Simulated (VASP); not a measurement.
# Zr (P6_3/mmc) in VASP: notebook

Runs on Zr. Level: PBEsol. Tasks: relaxation of cell and atoms.

Everything below comes from runs of VASP 6.6.1. Logs are shortened: lines on timing, memory, paths and dates and some standing lists are left out, and cuts for length are marked.

### Step 1. The cell of the first run

Symmetry: P6_3/mmc, No. 194, hexagonal system. The conventional cell has a = 3.232 Å, b = 3.232 Å, c = 5.147 Å, α = 90.00°, β = 90.00°, γ = 120.00°. Within 4.2 Å of Zr (site symmetry -6m2) lie 12 Zr at 3.18 to 3.23 Å.

### Step 2. Relaxation of cell and atoms, PBEsol, target pressure 5 GPa, at which the enthalpy is minimised

Input file INCAR:

```
SYSTEM = Zr
PREC = Accurate
ENCUT = 600
EDIFF = 1E-7
ISMEAR = -1
SIGMA = 0.05
LREAL = .FALSE.
LASPH = .TRUE.
NELM = 60
ALGO = Normal
ISIF = 3
LWAVE = .FALSE.
LCHARG = .FALSE.
GGA = PS
IBRION = 2
NSW = 60
EDIFFG = -0.01
PSTRESS = 50.0
```

Input file KPOINTS:

```
Automatic mesh
0
G
  9 9 5
  0 0 0
```

Input file POSCAR:

```
Zr
1.0
    3.2320000000      0.0000000000      0.0000000000
   -1.6160000000      2.7989941050      0.0000000000
    0.0000000000      0.0000000000      5.1470000000
Zr
2
Direct
    0.6666666667      0.3333333333      0.7500000000
    0.3333333333      0.6666666667      0.2500000000
```

Potentials or basis: VASP PAW PBE potentials, release 64 (Zr_sv).

Launch:

```sh
cat potpaw_PBE.64/Zr_sv/POTCAR > POTCAR
mpirun -np 1 vasp_std > vasp.out
```

OUTCAR:

```text
SYSTEM = Zr
   PREC = Accurate
   ENCUT = 600
   EDIFF = 1E-7
   ISMEAR = -1
   LREAL = .FALSE.
   LASPH = .TRUE.
   NELM = 60
   ISIF = 3
   GGA = PS
   IBRION = 2
   NSW = 60
   EDIFFG = -0.01
   PSTRESS = 50.0

 ion  position               nearest neighbor table
   1  0.667  0.333  0.750-   2 3.18   2 3.18   2 3.18   2 3.18   2 3.18   2 3.18
   2  0.333  0.667  0.250-   1 3.18   1 3.18   1 3.18   1 3.18   1 3.18   1 3.18

  LATTYP: Found a hexagonal cell.
 ALAT       =     3.2320000000
 C/A-ratio  =     1.5925123762

  Lattice vectors:

 A1 = (   3.2320000000,   0.0000000000,   0.0000000000)
 A2 = (  -1.6160000000,   2.7989941050,   0.0000000000)
 A3 = (   0.0000000000,   0.0000000000,   5.1470000000)

Analysis of symmetry for initial positions (statically):
=====================================================================
 Subroutine PRICEL returns:
 Original cell was already a primitive cell.

 Routine SETGRP: Setting up the symmetry group for a
 hexagonal supercell.

 Subroutine GETGRP returns: Found 24 space group operations
 (whereof 12 operations were pure point group operations)
 out of a pool of 24 trial point group operations.

The static configuration has the point symmetry D_3d.
 The point group associated with its full space group is D_6h.

Analysis of symmetry for dynamics (positions and initial velocities):
=====================================================================
 Subroutine PRICEL returns:
 Original cell was already a primitive cell.

 Routine SETGRP: Setting up the symmetry group for a
 hexagonal supercell.

 Subroutine GETGRP returns: Found 24 space group operations
 (whereof 12 operations were pure point group operations)
 out of a pool of 24 trial point group operations.

The dynamic configuration has the point symmetry D_3d.
 The point group associated with its full space group is D_6h.

 Subroutine INISYM returns: Found 24 space group operations
 (whereof 12 operations are pure point group operations),
 and found     1 'primitive' translations

----------------------------------------------------------------------------------------

                                     Primitive cell

  volume of cell :      46.5616

  direct lattice vectors                    reciprocal lattice vectors
     3.232000000  0.000000000  0.000000000     0.309405941  0.178635603  0.000000000
    -1.616000000  2.798994105  0.000000000     0.000000000  0.357271206  0.000000000
     0.000000000  0.000000000  5.147000000     0.000000000  0.000000000  0.194287935

  length of vectors
[... 84 lines left out ...]
   EDIFFG = -.1E-01   stopping-criterion for IOM
   NSW    =     60    number of steps for IOM
   IBRION =      2    ionic relax: 0-MD 1-quasi-New 2-CG
   NFREE  =      1    steps in history (QN), initial steepest desc. (CG)
   ISIF   =      3    stress and relaxation
   ISYM   =      2    0-nonsym 1-usesym 2-fastsym
   POTIM  = 0.5000    time-step for ionic-motion
   TEBEG  =    0.0;   TEEND  =   0.0 temperature during run
   PSTRESS=   50.0 pullay stress
   NELECT =      24.0000    total number of electrons
   NUPDOWN=      -1.0000    fix difference up-down
   EMIN   =  10.00;   EMAX   =-10.00  energy-range for DOS
   EFERMI =   0.00;   METHOD = LEGACY
   ISMEAR =    -1;   SIGMA  =   0.05  broadening in eV -4-tet -1-fermi 0-gaus
   EFERMI_NEDOS =   21; number of points for ismear=-14 and -15
   IALGO  =     38    algorithm
   IMIX   =      4    mixing-type and parameters
     AMIX     =   0.40;   BMIX     =  1.00
     AMIX_MAG =   1.60;   BMIX_MAG =  1.00
  volume/ion in A,a.u.               =      23.28       157.11
  Fermi-wavevector in a.u.,A,eV,Ry     =   1.312611  2.480475 23.442130  1.722948
  Thomas-Fermi vector in A             =   2.442991
   LORBIT       =      0    0 simple, 1 ext, 2 COOP (PROOUT), +10 PAW based schemes
   GGA     = PS    functional components
   LHFCALC =     F    Hartree Fock is set to
   AEXX    =    0.0000 exact exchange contribution
   IVDW    =     0    specifies the selected vdW correction
   LEPSILON=     F    determine dielectric tensor
   LRPA    =     F    only Hartree local field effects (RPA)
 conjugate gradient relaxation of ions
 non-spin polarized calculation
  energy-cutoff  :      600.00
  volume of cell :       46.56
 maximum number of plane-waves:      1572
 NGX is ok and might be reduce to    28
   NGX = 13   NGY = 13   NGZ = 21

--------------------------------------- Ionic step        1  -------------------------------------------

 number of electron      24.0000000 magnetization

 Free energy of the ion-electron system (eV)
  ---------------------------------------------------
  ext. energy  EPLUGINS =         0.00000000
  ---------------------------------------------------
  free energy    TOTEN  =       -18.15954408 eV

  energy without entropy =      -18.14286756  energy(sigma->0) =      -18.15120582

------------------------ aborting loop because EDIFF is reached ----------------------------------------

  FORCE on cell =-STRESS in cart. coord.  units (eV):
  Direction    XX          YY          ZZ          XY          YZ          ZX
  --------------------------------------------------------------------------------------
  -------------------------------------------------------------------------------------
  Total       -1.0181268     -1.0181268     -0.7702252      0.0000000      0.0000000      0.0000000
  in kB      -35.0336146    -35.0336146    -26.5033525      0.0000000      0.0000000      0.0000000
  external PRESSURE =     -82.1901939 kB  Pullay stress =      50.0000000 kB
[... 25 lines left out ...]
--------------------------------------- Ionic step        2  -------------------------------------------

 number of electron      24.0000000 magnetization

 E-fermi :  10.9975     XC(G=0): -12.0436

 val. band max:       10.9836877342   @ k =   0.2222   0.1111   0.4000
 cond. band min:      11.0301579492   @ k =   0.4444   0.1111   0.0000
 fundamental gap:      0.0464702151
 Fermi energy:        10.9975050842

 k-point     1 :       0.0000    0.0000    0.0000
  band No.  band energies     occupation
      1     -37.4785      2.00000
      2     -37.1656      2.00000
      3     -16.4022      2.00000
      4     -14.9034      2.00000
      5     -14.9034      2.00000
      6     -14.6715      2.00000
[... 598 lines left out ...]
--------------------------------------- Ionic step        6  -------------------------------------------

 number of electron      24.0000000 magnetization

 Free energy of the ion-electron system (eV)
  ---------------------------------------------------
  ext. energy  EPLUGINS =         0.00000000
  ---------------------------------------------------
  free energy    TOTEN  =       -18.14590585 eV

  energy without entropy =      -18.12847756  energy(sigma->0) =      -18.13719170

 E-fermi :   9.7941     XC(G=0): -11.5806

 val. band max:        9.7413228567   @ k =   0.4444   0.0000   0.0000
 cond. band min:       9.8033242233   @ k =   0.2222   0.2222   0.4000
 fundamental gap:      0.0620013666
 Fermi energy:         9.7941068216

 k-point     1 :       0.0000    0.0000    0.0000
  band No.  band energies     occupation
      1     -38.7887      2.00000
      2     -38.5828      2.00000
      3     -17.4810      2.00000
      4     -16.3537      2.00000
      5     -16.3537      2.00000
      6     -16.2046      2.00000
[... 480 lines left out ...]
  energy  without entropy=      -18.1284775593  energy(sigma->0) =      -18.13719170

  enthalpy is  TOTEN    =       -16.8065167421 eV   P V=        1.3393891073

 reached required accuracy - stopping structural energy minimisation
```

Wall time 3.7 min (1 thread of Intel Xeon 8259CL, shared host); peak memory 0.2 GiB.

Results:

```
Free energy                                                : -18.1459 eV
Relaxed volume                                             : 21.46 Å³/atom
Relaxed cell                                               : a = 3.129 Å, b = 3.129 Å, c = 5.062 Å, α = 90.00°, β = 90.00°, γ = 120.00°
Space group after relaxing (to 0.1 Å)                      : P6_3/mmc (No. 194)
Energy change on relaxing (the run minimises the enthalpy) : +6.8 meV/atom
Ionic steps                                                : 6
Pressure after relaxing                                    : 5.0 GPa
Band gap on the k mesh                                     : zero (bands 12 and 13 overlap by 1.12 eV)
```

Step by step:
```tsv
step	energy change (eV)	largest force (eV/Å)	pressure (GPa)	volume (Å³)
1	0.0000	0.0000	-3.22	46.56
2	0.2865	0.0000	17.78	38.97
3	0.0125	0.0000	4.85	43.01
4	0.0146	0.0000	5.03	42.94
5	0.0136	0.0000	5.00	42.93
6	0.0136	0.0000	4.97	42.92
```

Final structure:
```xyz
2
Lattice="3.1290 0.0000 0.0000 -1.5645 2.7098 0.0000 0.0000 0.0000 5.0618" Properties=species:S:1:pos:R:3 pbc="T T T"
Zr    1.5645    0.9033    3.7963
Zr    0.0000    1.8065    1.2654
```

Caveat: the cell is relaxed towards a set pressure, so the run minimises the enthalpy, not the energy; the PAW data sets were made with another functional, which shifts forces and pressure a little.

### Step 3. Relaxation of cell and atoms, PBEsol, target pressure 10 GPa, at which the enthalpy is minimised

Input file INCAR:

```
PREC     = Accurate       # precision mode
ENCUT    = 600            # plane-wave cutoff, eV
EDIFF    = 1E-6           # SCF threshold, eV
ISMEAR   = -1             # smearing method
SIGMA    = 0.05           # smearing width, eV
LREAL    = False          # projectors in reciprocal space
LASPH    = True           # aspherical terms in the spheres
NELM     = 80             # most SCF steps
ALGO     = Fast           # electronic algorithm
ISIF     = 3              # what is computed and relaxed
LWAVE    = False          # write WAVECAR
LCHARG   = False          # write CHGCAR
GGA      = PS             # functional
IBRION   = 2              # ionic algorithm
NSW      = 60             # ionic steps
EDIFFG   = -0.01          # ionic threshold
PSTRESS  = 100.0
```

Input file KPOINTS:

```
regular mesh
0
Gamma
  9 9 5
```

POSCAR is that of step 2.

Potentials or basis: VASP PAW PBE potentials, release 64 (Zr_sv).

Launch:

```sh
cat potpaw_PBE.64/Zr_sv/POTCAR > POTCAR
mpirun -np 1 vasp_std > vasp.out
```

Run time: 9.1 min. Hardware: 1 thread of Intel Xeon 8259CL, shared host; peak memory 0.2 GiB.

It converged, with:

| Property | Result |
| --- | --- |
| Free energy | -18.0637 eV |
| Relaxed volume | 20.57 Å³/atom |
| Relaxed cell | a = 3.077 Å, b = 3.077 Å, c = 5.018 Å, α = 90.00°, β = 90.00°, γ = 120.00° |
| Space group after relaxing (to 0.1 Å) | P6_3/mmc (No. 194) |
| Energy change on relaxing (the run minimises the enthalpy) | +47.9 meV/atom |
| Ionic steps | 11 |
| Pressure after relaxing | 10.0 GPa |
| Band gap on the k mesh | zero (bands 12 and 13 overlap by 1.12 eV) |

The path:
```
step  energy change (eV)  largest force (eV/Å)  pressure (GPa)  volume (Å³)
   1              0.0000                0.0000           -3.22        46.56
   2              1.0059                0.0000           38.79        34.78
   3              0.0833                0.0000            9.43        41.41
   4              0.0935                0.0000            9.97        41.24
   5              0.1000                0.0000           10.30        41.14
   6              0.0988                0.0000           10.20        41.10
   7              0.1000                0.0000           10.16        41.07
   8              0.0999                0.0000           10.17        41.08
   9              0.0998                0.0000           10.17        41.08
  10              0.0916                0.0000            9.66        41.21
  11              0.0959                0.0000           10.00        41.14
```

Final structure:
```yaml
crystal:
  lattice:
    - [3.07696, 0.00000, 0.00000]
    - [-1.53848, 2.66473, 0.00000]
    - [0.00000, 0.00000, 5.01751]
  atoms:
    - { symbol: Zr, position: [0.66667, 0.33333, 0.75000] }
    - { symbol: Zr, position: [0.33333, 0.66667, 0.25000] }
```

Levels at points of the mesh, in eV from the Fermi level:
```csv
k point,band 8,band 9,band 10,band 11,band 12,band 13,band 14,band 15,band 16
"(0.00, 0.00, 0.00)",-25.83,-5.85,-3.38,0.82,0.91,0.91,1.53,1.67,1.67
```

Caveat: the cell is relaxed towards a set pressure, so the run minimises the enthalpy, not the energy; the PAW data sets were made with another functional, which shifts forces and pressure a little.

### Step 4. Relaxation of cell and atoms, PBEsol, target pressure 20 GPa, at which the enthalpy is minimised

Input file INCAR:

```
  ALGO = Normal
  EDIFF = 1E-6
  EDIFFG = -0.01
  ENCUT = 600
  GGA = PS
  IBRION = 2
  ISIF = 3
  ISMEAR = -1
  LASPH = T
  LCHARG = F
  LREAL = F
  LWAVE = F
  NELM = 100
  NSW = 60
  PREC = Accurate
  PSTRESS = 200.0
  SIGMA = 0.05
```

Input file KPOINTS:

```
k-points
0
Gamma
  9 9 5
```

POSCAR is that of step 3.

Launch:

```sh
cat potpaw_PBE.64/Zr_sv/POTCAR > POTCAR
mpirun -np 1 vasp_std > vasp.out
```

Wall time 5.6 min (1 thread of Intel Xeon 8259CL, shared host); peak memory 0.2 GiB.

Results (log left out):

* Free energy: -17.8078 eV
* Relaxed volume: 19.17 Å³/atom
* Relaxed cell: a = 2.995 Å, b = 2.995 Å, c = 4.937 Å, α = 90.00°, β = 90.00°, γ = 120.00°
* Space group after relaxing (to 0.1 Å): P6_3/mmc (No. 194)
* Energy change on relaxing (the run minimises the enthalpy): +175.9 meV/atom
* Ionic steps: 11
* Pressure after relaxing: 20.0 GPa
* Band gap on the k mesh: zero (bands 12 and 13 overlap by 1.10 eV)

The path:
| step | energy change (eV) | largest force (eV/Å) | pressure (GPa) | volume (Å³) |
| --- | --- | --- | --- | --- |
| 1 | 0.0000 | 0.0000 | -3.22 | 46.56 |
| 2 | 4.1822 | 0.0000 | 107.47 | 27.32 |
| 3 | 0.2544 | 0.0000 | 16.60 | 39.29 |
| 4 | 0.3344 | 0.0000 | 19.41 | 38.58 |
| 5 | 0.3532 | 0.0000 | 20.03 | 38.42 |
| 6 | 0.3521 | 0.0000 | 20.06 | 38.36 |
| 7 | 0.3549 | 0.0000 | 20.12 | 38.32 |
| 8 | 0.3554 | 0.0000 | 20.13 | 38.32 |
| 9 | 0.3557 | 0.0000 | 20.13 | 38.32 |
| 10 | 0.3452 | 0.0000 | 19.78 | 38.40 |
| 11 | 0.3518 | 0.0000 | 20.00 | 38.35 |

Final structure:
```cif
data_structure
_symmetry_space_group_name_H-M 'P 1'
_symmetry_Int_Tables_number 1
_cell_length_a 2.9950
_cell_length_b 2.9950
_cell_length_c 4.9365
_cell_angle_alpha 90.000
_cell_angle_beta 90.000
_cell_angle_gamma 120.000
_cell_volume 38.35
loop_
_atom_site_label
_atom_site_type_symbol
_atom_site_fract_x
_atom_site_fract_y
_atom_site_fract_z
_atom_site_occupancy
Zr1 Zr 0.66667 0.33333 0.75000 1
Zr2 Zr 0.33333 0.66667 0.25000 1
```

Levels at points of the mesh, in eV from the Fermi level:
| k point | band 9 | band 10 | band 11 | band 12 | band 13 | band 14 | band 15 | band 16 |
| --- | --- | --- | --- | --- | --- | --- | --- | --- |
| (0.00, 0.00, 0.00) | -5.90 | -3.56 | 0.71 | 0.93 | 0.93 | 1.74 | 1.74 | 1.83 |

Caveat: the cell is relaxed towards a set pressure, so the run minimises the enthalpy, not the energy; the volume moved by over 15 % at a fixed basis, so the end points are rough; the PAW data sets were made with another functional, which shifts forces and pressure a little.

### Step 5. Overview

| cell | gap on the mesh (eV) | pressure (GPa) |
| --- | --- | --- |
| relaxed to 5 GPa | none | 5.0 |
| relaxed to 10 GPa | none | 10.0 |
| relaxed to 20 GPa | none | 20.0 |

Alike in all rows: task relaxation of cell and atoms; level PBEsol; potentials or basis VASP PAW PBE potentials, release 64 (Zr_sv); no spin polarisation; k mesh 9 × 9 × 5; cutoff (eV) 600; smearing fermi-dirac 0.05 eV.

Caveats: the cell is relaxed towards a set pressure, so the run minimises the enthalpy, not the energy; the PAW data sets were made with another functional, which shifts forces and pressure a little; the volume moved by over 15 % at a fixed basis, so the end points are rough (at least some runs).

Absolute energies hang on the potentials; compare differences alone.

The gap in the log of VASP goes by the Fermi energy; the results here count the filled bands.